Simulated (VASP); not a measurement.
Here is a VASP 6.6.1 calculation.

INCAR

```
ALGO = Normal
EDIFF = 1E-6
ENCUT = 520
GGA = CA
ISIF = 2
ISMEAR = 0
LASPH = T
LCHARG = F
LREAL = F
LWAVE = F
NBANDS = 20
NELM = 80
PREC = Accurate
SIGMA = 0.05
```

File KPOINTS:

```
k-points
0
Gamma
  12 12 4
```

File POSCAR:

```
Al2O3
1.0
    3.2588811475      0.0000000000      0.0000000000
   -1.6294405738      2.8222738617      0.0000000000
    0.0000000000      0.0000000000      7.5746360022
Al O
2 3
Direct
    0.0000000000      0.0000000000      0.2779510000
    0.0000000000      0.0000000000      0.7220490000
    0.3333333333      0.6666666667      0.1994540000
    0.6666666667      0.3333333333      0.8005460000
    0.0000000000      0.0000000000      0.5000000000
```

Potentials or basis: VASP PAW LDA potentials, release 64 (Al, O).

The run is started by

```sh
$ cat potpaw_LDA.64/Al/POTCAR potpaw_LDA.64/O/POTCAR > POTCAR
$ mpirun -np 1 vasp_std > vasp.out
```

**Question.** Estimate the largest force.

**Answer.** 1.163 eV/Å.

**Question.** Predict the pressure.

**Answer.** -21.6 GPa.

Forces in eV/Å, atoms in the order of the input:
```
Al   0.000  0.000 -0.704
Al   0.000  0.000  0.704
O    0.000  0.000  1.163
O    0.000  0.000 -1.163
O    0.000  0.000  0.000
```

Caveat: the cell differs from its parent crystal (strain +0.080 along x and y, +0.000 along z); forces of over 1 eV/Å act on the atoms, so gaps and moduli don't describe the material at rest.
